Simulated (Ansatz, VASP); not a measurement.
# Two plane-wave programs on As7Ir

```
As Ir
1.0
     7.98404    0.00000    0.00000
    -3.99202    6.91438    0.00000
     0.00000    0.00000    4.56428
As Ir
7 1
Direct
  0.35459 0.00000 0.00000
  0.00000 0.35459 0.00000
  0.64541 0.64541 0.00000
  0.64541 0.00000 0.00000
  0.00000 0.64541 0.00000
  0.35459 0.35459 0.00000
  0.00000 0.00000 0.00000
  0.00000 0.00000 0.50000
```

Alike in both runs: functional PBE; k mesh 6 × 6 × 8; occupations gaussian, width 0.01 eV; no spin polarisation.

Ansatz relaxed the structure, and its values are those at the end. VASP's run is a single point on that final structure, the one shown.

|  | VASP | Ansatz |
| --- | --- | --- |
| version | VASP 6.6.1 | Ansatz 0.2.0 |
| potentials or method | VASP PAW PBE potentials, release 64 (As, Ir), cutoff 520 eV | scalar-relativistic, plane waves, PAW |
| valence electrons in the cell | 44 | 122 |

|  | VASP | Ansatz | Ansatz less VASP |
| --- | --- | --- | --- |
| gap on the k mesh at the Fermi level (eV) | none | none | - |
| pressure (GPa) | 0.2 | 0.0 | -0.18 |
| rms of the force components (eV/Å) | 0.024 | 0.000 | -0.0241 |

A gap of «none» marks a metal or a gap that the smearing closes. VASP's potentials hold 44 valence electrons a cell and Ansatz's 122, so a difference there can come from the potentials and not from the codes.

Spin-orbit coupling is off throughout.
